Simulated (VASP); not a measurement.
Al2Cl: single point with PBE

The system is Al2Cl.

```
Al Cl
1.0
     3.78917    0.00000    0.00000
     0.00000    3.78917    0.00000
     0.00000    0.00000    4.76684
Al Cl
2 1
Cartesian
  1.8945 0.0090 1.6605
  -0.0236 1.8353 1.6257
  -0.0191 -0.0217 1.8612
```

```json
{"Program": "VASP 6.6.1", "Task": "single point", "Functional": "PBE", "Potentials or basis": "VASP PAW PBE potentials, release 64 (Al, Cl)", "Cutoff": "520 eV", "k mesh": "5 × 5 × 4", "Occupations": "fermi-dirac, width 0.05 eV", "Spin": "no spin polarisation", "Dipole correction": "no", "Further INCAR settings": "ALGO = Normal; EDIFF = 1e-06; NBANDS = 14"}
```

```yaml
Pressure: 51.2 GPa
Largest_force: 5.085 eV/Å
Band_gap_on_the_k_mesh: zero (an odd number of electrons rules out a gap without spin polarisation)
```

Forces in eV/Å, atoms in the order of the input:
```
Al  -1.250  0.146 -1.916
Al   0.030  2.501 -2.250
Cl   1.220 -2.648  4.166
```

Stress tensor (GPa, compression positive):
```
78.26 -0.03  0.57
-0.03 77.43 -1.43
 0.57 -1.43 -2.15
```

Levels at points of the mesh, in eV from the Fermi level:
| k point | band 4 | band 5 | band 6 | band 7 | band 8 | band 9 |
| --- | --- | --- | --- | --- | --- | --- |
| (0.00, 0.00, 0.00) | -9.16 | -4.80 | -0.76 | 0.75 | 2.70 | 2.75 |
| (0.00, 0.00, 0.50) | -9.40 | -4.38 | -0.58 | -0.04 | 2.72 | 3.43 |

Run time: 66 s on 1 thread of Intel Xeon 8259CL, on a shared host, peak memory 0.19 GiB.

Caveat: the cell stands under pressure; an odd number of electrons without spin polarisation forces a metal; a magnetic or distorted state may lie lower.
